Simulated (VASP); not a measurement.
SiMo3:

```
CELL_PARAMETERS angstrom
4.88900 0.00000 0.00000
0.00000 4.88900 0.00000
0.00000 0.00000 4.88900
ATOMIC_POSITIONS crystal
Si 0.00000 0.00000 0.00000
Si 0.50000 0.50000 0.50000
Mo 0.25000 0.00000 0.50000
Mo 0.50000 0.75000 0.00000
Mo 0.75000 0.00000 0.50000
Mo 0.50000 0.25000 0.00000
Mo 0.00000 0.50000 0.75000
Mo 0.00000 0.50000 0.25000
```

Base run:

| Property | Result |
| --- | --- |
| Program | VASP 6.6.1 |
| Functional | PBE |
| Potentials or basis | VASP PAW PBE potentials, release 64 (Si, Mo_sv) |
| Cutoff | 520 eV |
| k mesh | 7 × 7 × 7 |
| Occupations | fermi-dirac, width 0.05 eV |
| Spin | no spin polarisation |

Its results: band gap on the k mesh zero (band 46 reaches 14.01 eV, above the bottom of band 47 at 12.04 eV); pressure 2.9 GPa.

**Question.** The run is repeated on the same cell with these changes: functional from PBE to r2SCAN; further incar settings from ALGO = Normal; EDIFF = 1e-06; NBANDS = 56 to ALGO = Normal; EDIFF = 1e-08; NBANDS = 56. What comes out?

**Answer.** Band gap on the k mesh zero (band 46 reaches 14.12 eV, above the bottom of band 47 at 11.96 eV); pressure 0.0 GPa.

Caveats: the PAW data sets were made with another functional, which shifts forces and pressure a little (some runs).
